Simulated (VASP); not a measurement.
# SiGe (P6_3mc) in VASP: single point with LDA

Aim: the single point of SiGe with LDA.

All numbers are computed with VASP 6.6.1; they aren't measurements. Logs are shortened: lines on timing, memory, paths and dates and some standing lists are left out, and cuts for length are marked.

### 1 The cell of the first run

The structure is hexagonal, space group P6_3mc (No. 186). Conventional cell: a = 3.906 Å, b = 3.906 Å, c = 6.448 Å, α = 90.00°, β = 90.00°, γ = 120.00°. Ge (site symmetry 3m) has 4 Si at 2.40 to 2.41 Å within 3.2 Å. Within 3.2 Å of Si (site symmetry 3m) lie 4 Ge at 2.40 to 2.41 Å.

### 2 Single point, LDA

File INCAR:

```
PREC     = Accurate       # precision mode
ENCUT    = 520            # plane-wave cutoff, eV
EDIFF    = 1E-6           # SCF threshold, eV
ISMEAR   = 0              # smearing method
SIGMA    = 0.01           # smearing width, eV
LREAL    = False          # projectors in reciprocal space
LASPH    = True           # aspherical terms in the spheres
NELM     = 100            # most SCF steps
ALGO     = Normal         # electronic algorithm
ISIF     = 2              # what is computed and relaxed
LWAVE    = False          # write WAVECAR
LCHARG   = True           # write CHGCAR
LELF     = True           # ELF
LVHAR    = True         
NBANDS   = 26             # bands
```

File KPOINTS:

```
Automatic mesh
0
Gamma
  12 12 4
```

File POSCAR:

```
SiGe
1.0
    3.9064373056      0.0000000000      0.0000000000
   -1.9532186528      3.3830739449      0.0000000000
    0.0000000000      0.0000000000      6.4478110317
Ge Si
2 2
Direct
    0.3333333333      0.6666666667      0.0003974037
    0.6666666667      0.3333333333      0.5003974037
    0.3333333333      0.6666666667      0.3746025963
    0.6666666667      0.3333333333      0.8746025963
```

Potentials or basis: VASP PAW LDA potentials, release 64 (Ge_d, Si).

On the command line:

```sh
$ cat potpaw_LDA.64/Ge_d/POTCAR potpaw_LDA.64/Si/POTCAR > POTCAR
$ mpirun -np 1 vasp_std > vasp.out
```

OUTCAR:

```text
PREC = Accurate
   ENCUT = 520
   EDIFF = 1E-6
   ISMEAR = 0
   LREAL = False
   LASPH = True
   NELM = 100
   ISIF = 2

 ion  position               nearest neighbor table
   1  0.333  0.667  0.000-   4 2.40   4 2.40   4 2.40   3 2.41
   2  0.667  0.333  0.500-   3 2.40   3 2.40   3 2.40   4 2.41
   3  0.333  0.667  0.375-   2 2.40   2 2.40   2 2.40   1 2.41
   4  0.667  0.333  0.875-   1 2.40   1 2.40   1 2.40   2 2.41

  LATTYP: Found a hexagonal cell.
 ALAT       =     3.9064373056
 C/A-ratio  =     1.6505604794

  Lattice vectors:

 A1 = (   3.9064373056,   0.0000000000,   0.0000000000)
 A2 = (  -1.9532186528,   3.3830739449,   0.0000000000)
 A3 = (   0.0000000000,   0.0000000000,   6.4478110317)

Analysis of symmetry for initial positions (statically):
=====================================================================
 Subroutine PRICEL returns:
 Original cell was already a primitive cell.

 Routine SETGRP: Setting up the symmetry group for a
 hexagonal supercell.

 Subroutine GETGRP returns: Found 12 space group operations
 (whereof  6 operations were pure point group operations)
 out of a pool of 24 trial point group operations.

The static configuration has the point symmetry C_3v.
 The point group associated with its full space group is C_6v.

Analysis of symmetry for dynamics (positions and initial velocities):
=====================================================================
 Subroutine PRICEL returns:
 Original cell was already a primitive cell.

 Routine SETGRP: Setting up the symmetry group for a
 hexagonal supercell.

 Subroutine GETGRP returns: Found 12 space group operations
 (whereof  6 operations were pure point group operations)
 out of a pool of 24 trial point group operations.

The dynamic configuration has the point symmetry C_3v.
 The point group associated with its full space group is C_6v.

 Subroutine INISYM returns: Found 12 space group operations
 (whereof  6 operations are pure point group operations),
 and found     1 'primitive' translations

----------------------------------------------------------------------------------------

                                     Primitive cell

  volume of cell :      85.2128

[... 82 lines left out ...]
 SYSTEM =  unknown system
   PREC   = accura    normal or accurate (medium, high low for compatibility)
   ISTART =      0    job   : 0-new  1-cont  2-samecut
   ICHARG =      2    charge: 1-file 2-atom 10-const
   ISPIN  =      1    spin polarized calculation?
   LNONCOLLINEAR =      F non collinear calculations
   LSORBIT =      F    spin-orbit coupling
   LASPH  =      T    aspherical Exc in radial PAW
   ENCUT  =  520.0 eV  38.22 Ry    6.18 a.u.   7.26  7.26 11.99*2*pi/ulx,y,z
   NELM   =    100;   NELMIN=  2; NELMDL= -5     # of ELM steps
   EDIFF  = 0.1E-05   stopping-criterion for ELM
   LREAL  =      F    real-space projection
   EDIFFG = 0.1E-04   stopping-criterion for IOM
   NSW    =      0    number of steps for IOM
   IBRION =     -1    ionic relax: 0-MD 1-quasi-New 2-CG
   NFREE  =      0    steps in history (QN), initial steepest desc. (CG)
   ISIF   =      2    stress and relaxation
   ISYM   =      2    0-nonsym 1-usesym 2-fastsym
   POTIM  = 0.5000    time-step for ionic-motion
   TEBEG  =    0.0;   TEEND  =   0.0 temperature during run
   PSTRESS=    0.0 pullay stress
   NELECT =      36.0000    total number of electrons
   NUPDOWN=      -1.0000    fix difference up-down
   EMIN   =  10.00;   EMAX   =-10.00  energy-range for DOS
   EFERMI =   0.00;   METHOD = LEGACY
   ISMEAR =     0;   SIGMA  =   0.01  broadening in eV -4-tet -1-fermi 0-gaus
   EFERMI_NEDOS =   21; number of points for ismear=-14 and -15
   IALGO  =     38    algorithm
   IMIX   =      4    mixing-type and parameters
     AMIX     =   0.40;   BMIX     =  1.00
     AMIX_MAG =   1.60;   BMIX_MAG =  1.00
  volume/ion in A,a.u.               =      21.30       143.76
  Fermi-wavevector in a.u.,A,eV,Ry     =   1.228403  2.321345 20.530828  1.508973
  Thomas-Fermi vector in A             =   2.363330
   LORBIT       =      0    0 simple, 1 ext, 2 COOP (PROOUT), +10 PAW based schemes
   GGA     = CA    functional components
   LHFCALC =     F    Hartree Fock is set to
   AEXX    =    0.0000 exact exchange contribution
   IVDW    =     0    specifies the selected vdW correction
   LEPSILON=     F    determine dielectric tensor
   LRPA    =     F    only Hartree local field effects (RPA)
 non-spin polarized calculation
 Gauss-broadening in eV      SIGMA  =   0.01
  energy-cutoff  :      520.00
  volume of cell :       85.21
 maximum number of plane-waves:      2316
 NGX is ok and might be reduce to    30
   NGX = 15   NGY = 15   NGZ = 23

 number of electron      35.9999969 magnetization

 Free energy of the ion-electron system (eV)
  ---------------------------------------------------
  ext. energy  EPLUGINS =         0.00000000
  ---------------------------------------------------
  free energy    TOTEN  =       -22.20615489 eV

  energy without entropy =      -22.20615489  energy(sigma->0) =      -22.20615489

 E-fermi :   5.5524     XC(G=0):  -9.9730

 val. band max:        5.4306637502   @ k =   0.0000   0.0000   0.0000
 cond. band min:       5.7856900718   @ k =   0.0000   0.0000   0.0000
 fundamental gap:      0.3550263216
 Fermi energy:         5.5523531533

 k-point     1 :       0.0000    0.0000    0.0000
  band No.  band energies     occupation
      1     -19.2576      2.00000
      2     -19.2576      2.00000
      3     -19.2543      2.00000
      4     -19.2543      2.00000
      5     -19.2516      2.00000
      6     -19.2516      2.00000
[... 685 lines left out ...]
     25      12.4582      0.00000
     26      12.5511      0.00000

 [... further k-points ...]
[... 5 lines left out ...]
  --------------------------------------------------------------------------------------
  -------------------------------------------------------------------------------------
  Total       -1.1290665     -1.1290665     -1.0712998      0.0000000      0.0000000      0.0000000
  in kB      -21.2288002    -21.2288002    -20.1426654      0.0000000      0.0000000      0.0000000
  external PRESSURE =     -20.8667552 kB  Pullay stress =       0.0000000 kB

 VOLUME and BASIS-vectors are now :
 -----------------------------------------------------------------------------
  energy-cutoff  :      520.00
  volume of cell :       85.21
      direct lattice vectors                 reciprocal lattice vectors
     3.906437306  0.000000000  0.000000000     0.255987725  0.147794582  0.000000000
    -1.953218653  3.383073945  0.000000000     0.000000000  0.295589164  0.000000000
     0.000000000  0.000000000  6.447811032     0.000000000  0.000000000  0.155091394

 POSITION                                       TOTAL-FORCE (eV/Angst)
 -----------------------------------------------------------------------------------
     -0.00000      2.25538      0.00256        -0.000000      0.000000     -0.004991
      1.95322      1.12769      3.22647         0.000000      0.000000     -0.004991
     -0.00000      2.25538      2.41537        -0.000000     -0.000000      0.004991
      1.95322      1.12769      5.63927         0.000000      0.000000      0.004991
 -----------------------------------------------------------------------------------
    total drift:                                0.000000      0.000001      0.000968

  FREE ENERGIE OF THE ION-ELECTRON SYSTEM (eV)
  ---------------------------------------------------
  free  energy   TOTEN  =       -22.2061548869 eV

  energy  without entropy=      -22.2061548869  energy(sigma->0) =      -22.20615489
```

OSZICAR:

```text
N       E                     dE             d eps       ncg     rms          rms(c)
DAV:   1     0.262100628281E+03    0.26210E+03   -0.17679E+04  3438   0.293E+03
DAV:   2     0.203000082417E+02   -0.24180E+03   -0.23262E+03  3028   0.620E+02
DAV:   3    -0.209071378947E+02   -0.41207E+02   -0.40706E+02  3550   0.154E+02
DAV:   4    -0.225955545737E+02   -0.16884E+01   -0.16847E+01  3548   0.340E+01
DAV:   5    -0.226315830234E+02   -0.36028E-01   -0.36019E-01  3606   0.554E+00    0.584E+00
DAV:   6    -0.223456160080E+02    0.28597E+00   -0.12138E-01  3338   0.196E+00    0.340E+00
DAV:   7    -0.222046416273E+02    0.14097E+00   -0.22305E-01  3202   0.246E+00    0.220E-01
DAV:   8    -0.222060615801E+02   -0.14200E-02   -0.16925E-02  3538   0.106E+00    0.105E-01
DAV:   9    -0.222061335885E+02   -0.72008E-04   -0.45198E-04  3718   0.149E-01    0.838E-02
DAV:  10    -0.222061575943E+02   -0.24006E-04   -0.59476E-05  3918   0.548E-02    0.310E-02
DAV:  11    -0.222061552478E+02    0.23465E-05   -0.16252E-05  2722   0.199E-02    0.696E-03
DAV:  12    -0.222061548869E+02    0.36084E-06   -0.13799E-06  2416   0.792E-03
   1 F= -.22206155E+02 E0= -.22206155E+02  d E =-.955727E-69
```

stdout:

```text
POSCAR found type information on POSCAR GeSi
 POSCAR found :  2 types and       4 ions
 scaLAPACK will be used
 LDA part: xc-table for (Slater(with rela. corr.)+CA(PZ))
 , standard interpolation
 POSCAR, INCAR and KPOINTS ok, starting setup
 FFT: planning ... GRIDC
 FFT: planning ... GRID_SOFT
 FFT: planning ... GRID
 WAVECAR not read
 entering main loop
```

It took 60 s on 1 thread of AMD EPYC 9R45 (Zen 5), shared host; peak memory 0.2 GiB.

Results:

```yaml
Free_energy: -22.2062 eV
Pressure: -2.1 GPa
Largest_force: 0.005 eV/Å
Band_gap_on_the_k_mesh: 0.35 eV, direct
```

Forces in eV/Å, atoms in the order of the input:
```
Ge   0.000  0.000 -0.005
Ge   0.000  0.000 -0.005
Si   0.000  0.000  0.005
Si   0.000  0.000  0.005
```

Stress tensor (GPa, compression positive):
```
-2.12  0.00  0.00
 0.00 -2.12  0.00
 0.00  0.00 -2.01
```

Levels at points of the mesh, in eV from the valence-band top:
| k point | band 16 | band 17 | band 18 | band 19 | band 20 | band 21 |
| --- | --- | --- | --- | --- | --- | --- |
| (0.00, 0.00, 0.00) | -0.30 | 0.00 | 0.00 | 0.36 | 1.36 | 2.04 |
| (0.50, 0.00, 0.00) | -3.15 | -3.00 | -1.51 | 0.36 | 1.94 | 3.20 |
| (0.00, 0.00, 0.50) | -0.96 | -0.96 | -0.96 | 1.15 | 1.15 | 3.09 |
| (0.50, 0.00, 0.50) | -2.58 | -2.50 | -2.50 | 0.60 | 0.60 | 1.81 |

A k mesh can miss the band edges.
